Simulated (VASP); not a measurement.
A run of VASP 6.6.1 is set up as follows.

Contents of INCAR:

```
ALGO = Normal ; EDIFF = 1E-7
ENCUT = 520 ; GGA = PE
ISIF = 2 ; ISMEAR = 0
LASPH = True ; LCHARG = False
LREAL = False ; LWAVE = False
NBANDS = 12 ; NELM = 60
PREC = Accurate ; SIGMA = 0.1
```

KPOINTS

```
k-points
0
Gamma
  18 18 6
```

The input POSCAR:

```
Li
1.0
    3.0055773030      0.0000000289      0.0000000000
   -1.5027886765      2.6029062830      0.0000000000
    0.0000000000      0.0000000000      7.7929755000
Li
3
Direct
    0.6666666667      0.3333333333      0.6769760000
    0.6666666667      0.3333333333      0.3230240000
    0.0000000000      0.0000000000      0.0000000000
```

Potentials or basis: VASP PAW PBE potentials, release 64 (Li_sv).

The run is started by

```console
$ cat potpaw_PBE.64/Li_sv/POTCAR > POTCAR
$ mpirun -np 1 vasp_std > vasp.out
```

(1) Predict the largest force.

(2) What does it give for the band gap on the k mesh?

Results:

(1) 0.005 eV/Å.

(2) zero (an odd number of electrons rules out a gap without spin polarisation).
